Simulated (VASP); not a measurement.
Runs of VASP 6.6.1 on LiF. The structure is that of space group Fm-3m (No. 225), or close to it. The cells are those of the table. 

```csv
cell,gap on the mesh (eV)
"a = 2.841, b = 2.848 Å, angles 59.9, 60.2, 59.9°, 2 atoms",(a)
"a = 2.827, b = 2.848 Å, angles 59.8, 60.5, 59.8°, 2 atoms",8.96
"a = 2.863, b = 2.848 Å, angles 60.2, 59.7, 60.2°, 2 atoms",8.73
"a = 2.877, b = 2.848 Å, angles 60.3, 59.3, 60.3°, 2 atoms",(b)
"a = 2.834, b = 2.848 Å, angles 59.8, 60.3, 59.8°, 2 atoms",8.92
```

Alike in all rows: task single point; level LDA; potentials or basis VASP PAW LDA potentials, release 64 (Li_sv, F); no spin polarisation; k mesh 10 × 10 × 10; cutoff (eV) 520; smearing gaussian 0.05 eV.

Problem. Fill in the values left out.

Solution. (a) 8.88; (b) 8.63.

A k mesh can miss the band edges.
